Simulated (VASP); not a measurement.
Here is a VASP 6.6.1 calculation.

INCAR

```
SYSTEM = Bi2Te3
ALGO     = Normal         ! electronic algorithm
EDIFF    = 1E-8           ! SCF threshold, eV
ENCUT    = 520            ! plane-wave cutoff, eV
GGA      = PE             ! functional
ISIF     = 2              ! what is computed and relaxed
ISMEAR   = -1             ! smearing method
LASPH    = .True.         ! aspherical terms in the spheres
LCHARG   = .False.        ! write CHGCAR
LEFG     = .True.       
LREAL    = .False.        ! projectors in reciprocal space
LWAVE    = .False.        ! write WAVECAR
NBANDS   = 32             ! bands
NELM     = 100            ! most SCF steps
PREC     = Accurate       ! precision mode
SIGMA    = 0.08           ! smearing width, eV
```

The input KPOINTS:

```
k-points
0
Gamma
  7 7 7
  0 0 0
```

File POSCAR:

```
Bi2Te3
1.0
    2.2360114889      1.2909618350     10.3650474805
   -2.2360114889      1.2909618350     10.3650474805
    0.0000000000     -2.5819236700     10.3650474805
Bi Te
2 3
Direct
    0.4000000000      0.4000000000      0.4000000000
    0.6000000000      0.6000000000      0.6000000000
    0.0000000000      0.0000000000      0.0000000000
    0.2095000000      0.2095000000      0.2095000000
    0.7905000000      0.7905000000      0.7905000000
```

Potentials or basis: VASP PAW PBE potentials, release 64 (Bi_d, Te).

Run with:

```bash
$ cat potpaw_PBE.64/Bi_d/POTCAR potpaw_PBE.64/Te/POTCAR > POTCAR
$ mpirun -np 1 vasp_std > vasp.out
```

Problem. What does it give for the largest force?

Solution. 0.369 eV/Å.

Problem. Estimate the pressure.

Solution. -1.0 GPa.

Stress tensor (GPa, compression positive):
```
-0.83  0.00  0.00
 0.00 -0.83  0.00
 0.00  0.00 -1.20
```

Caveat: without QUAD_EFG the Cq values of the log hold for a quadrupole moment of 1 mb, not for the nuclei.
